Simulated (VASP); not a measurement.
Set up this calculation in VASP 6.6.1, as the native input.

* Task: single point
* Functional: LDA
* Potentials or basis: VASP PAW LDA potentials, release 64 (Pd)
* Cutoff: 520 eV
* k mesh: 23 × 23 × 23
* Occupations: fermi-dirac, width 0.05 eV
* Spin: collinear spin
* Starting moments: [0.5] μB
* Dipole correction: no
* Further INCAR settings: ALGO = Normal; EDIFF = 1e-06; NBANDS = 15

The structure of Pd lies in POSCAR:

```
Pd
1.0
    0.0000000000      1.9455467924      1.9455467924
    1.9455467924      0.0000000000      1.9455467924
    1.9455467924      1.9455467924      0.0000000000
Pd
1
Direct
    0.0000000000      0.0000000000      0.0000000000
```

These files were run (other wordings do the same):

INCAR

```
  PREC = Accurate
  ENCUT = 520
  EDIFF = 1E-6
  ISMEAR = -1
  SIGMA = 0.05
  LREAL = F
  LASPH = T
  NELM = 150
  ALGO = Normal
  ISIF = 2
  LWAVE = F
  LCHARG = T
  ISPIN = 2
  MAGMOM = 0.5
  LORBIT = 11
  LMAXMIX = 4
  LELF = T
  LVHAR = T
  NBANDS = 15
```

KPOINTS

```
Automatic mesh
0
Gamma
  23 23 23
```

Potentials or basis: VASP PAW LDA potentials, release 64 (Pd).

The run is started by

```console
$ cat potpaw_LDA.64/Pd/POTCAR > POTCAR
$ mpirun -np 1 vasp_std > vasp.out
```

It gave:

- Pressure: -8.0 GPa
- Band gap on the k mesh: zero (filled and empty bands overlap)
- Net moment: 0.00 μB per cell
- Valence electrons inside the program's atomic spheres: Pd 9.44

Caveat: the cell stands under tension.

It took 58 s on 1 thread of Intel(R) Xeon(R) 6975P-C (Granite Rapids), with other jobs on the host, peak memory 0.22 GiB.
